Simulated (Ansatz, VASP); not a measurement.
**One calculation of Li16H15, two programs**

```
Li H
1.0
    -4.00710    4.00710   -4.00710
     4.00710   -4.00710   -4.00710
    -4.00710   -4.00710    4.00710
Li H
16 15
Direct
  0.00348 0.25000 0.75348
  0.75000 0.25000 0.00000
  0.49652 0.25000 0.24652
  0.25000 0.00000 0.75000
  0.25000 0.25000 0.50000
  0.00000 0.00000 0.00000
  0.75000 0.99652 0.24652
  0.50000 0.75000 0.75000
  0.49652 0.99652 0.50000
  0.25000 0.75000 0.00000
  0.00000 0.75000 0.25000
  0.75000 0.50348 0.75348
  0.75000 0.75000 0.50000
  0.50000 0.50000 0.00000
  0.25000 0.50000 0.25000
  0.00348 0.50348 0.50000
  0.49984 0.25000 0.75016
  0.25000 0.25000 0.00000
  0.00016 0.99984 0.50000
  0.00016 0.25000 0.24984
  0.75000 0.99984 0.75016
  0.49984 0.99984 0.99967
  0.25000 0.75000 0.50000
  0.24967 0.99984 0.24984
  0.00016 0.75033 0.75016
  0.75000 0.75000 0.00000
  0.49984 0.50016 0.50000
  0.49984 0.74967 0.24984
  0.25033 0.50016 0.75016
  0.00016 0.50016 0.00033
  0.75000 0.50016 0.24984
```

Change from the starting cell: H vacancy (site b), charge +0, atoms relaxed at the host's cell, started again with a moment of 3 muB.

Alike in both runs: functional PBE; k mesh 1 × 1 × 1; occupations gaussian, width 0.01 eV; collinear spin.

Ansatz relaxed the structure, and its values are those at the end. VASP's run is a single point on that final structure, the one shown.

```csv
,VASP,Ansatz
version,VASP 6.6.1,Ansatz 0.2.0
potentials or method,"VASP PAW PBE potentials, release 64 (Li_sv, H), cutoff 520 eV","scalar-relativistic, plane waves, PAW"
valence electrons in the cell,63,63
```

```csv
,VASP,Ansatz,Ansatz less VASP
gap on the k mesh at the Fermi level (eV),0.76,0.77,+0.010
least direct gap on the mesh (eV),0.76,0.77,+0.010
net moment per atom (μB),0.03,0.03,0.000
size of the moment on the site where the two differ most (μB),0.02,0.03,+0.012
```

Site moments also hang on the region over which each program counts them. With one functional, cell and mesh, what is left measures potentials, basis and numerics.

Noted on VASP's run: the cutoff is short for stress, so the pressure is rough.
